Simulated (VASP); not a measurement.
A run of VASP 6.6.1:

File INCAR:

```
SYSTEM = Ir
PREC = Accurate
ENCUT = 520
EDIFF = 1E-6
ISMEAR = -1
SIGMA = 0.1
LREAL = .FALSE.
LASPH = .TRUE.
NELM = 100
ALGO = Normal
ISIF = 2
LWAVE = .FALSE.
LCHARG = .FALSE.
GGA = RE
NBANDS = 16
```

Contents of KPOINTS:

```
regular mesh
0
G
  16 16 16
  0 0 0
```

Contents of POSCAR:

```
Ir
1.0
    0.0000000000      2.7953983544      2.7953983544
    2.7953983544      0.0000000000      2.7953983544
    2.7953983544      2.7953983544      0.0000000000
Ir
2
Direct
    0.1250000000      0.1250000000      0.1250000000
    0.8750000000      0.8750000000      0.8750000000
```

Potentials or basis: VASP PAW PBE potentials, release 64 (Ir).

Launch:

```console
$ cat potpaw_PBE.64/Ir/POTCAR > POTCAR
$ mpirun -np 1 vasp_std > vasp.out
```

Hardware: 1 thread of Intel(R) Xeon(R) Platinum 8259CL CPU @ 2.50GHz (Skylake/Cascade Lake) (shared host).

**Question.** How long does it take, and how much memory?

**Answer.** Run time: 89 s on 1 thread of Intel(R) Xeon(R) Platinum 8259CL CPU @ 2.50GHz (Skylake/Cascade Lake) (shared host), peak memory 0.23 GiB. Counts: scf iterations 11, k points 145.
